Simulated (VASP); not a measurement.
A run of VASP 6.6.1:

Contents of INCAR:

```
PREC     = Accurate       # precision mode
ENCUT    = 700            # plane-wave cutoff, eV
EDIFF    = 1E-6           # SCF threshold, eV
ISMEAR   = -1             # smearing method
SIGMA    = 0.05           # smearing width, eV
LREAL    = False          # projectors in reciprocal space
LASPH    = True           # aspherical terms in the spheres
NELM     = 200            # most SCF steps
ALGO     = Normal         # electronic algorithm
ISIF     = 2              # what is computed and relaxed
LWAVE    = False          # write WAVECAR
LCHARG   = False          # write CHGCAR
ISPIN    = 2              # spin polarisation
MAGMOM   = 3 0 0          # initial moments
LORBIT   = 11             # projections on sites
LMAXMIX  = 4              # l up to which the mixer works
NBANDS   = 24             # bands
GGA_COMPAT= False
```

The input KPOINTS:

```
Automatic mesh
0
Gamma
  7 7 7
```

The input POSCAR:

```
CrO2
1.0
    0.0000000000      2.3022251418      2.3022251418
    2.3022251418      0.0000000000      2.3022251418
    2.3022251418      2.3022251418      0.0000000000
Cr O
1 2
Direct
    0.0000000000      0.0000000000      0.0000000000
    0.2500000000      0.2500000000      0.2500000000
    0.7500000000      0.7500000000      0.7500000000
```

Potentials or basis: VASP PAW LDA potentials, release 64 (Cr_sv, O).

Run with:

```bash
$ cat potpaw_LDA.64/Cr_sv/POTCAR potpaw_LDA.64/O/POTCAR > POTCAR
$ mpirun -np 1 vasp_std > vasp.out
```

Hardware: 1 thread of Intel(R) Xeon(R) Platinum 8375C CPU @ 2.90GHz (Ice Lake) (shared host).

Problem. How long does it take, and how much memory?

Solution. It took 57 s on 1 thread of Intel(R) Xeon(R) Platinum 8375C CPU @ 2.90GHz (Ice Lake), on a shared host, peak memory 0.16 GiB. Counts: scf iterations 15, k points 20.
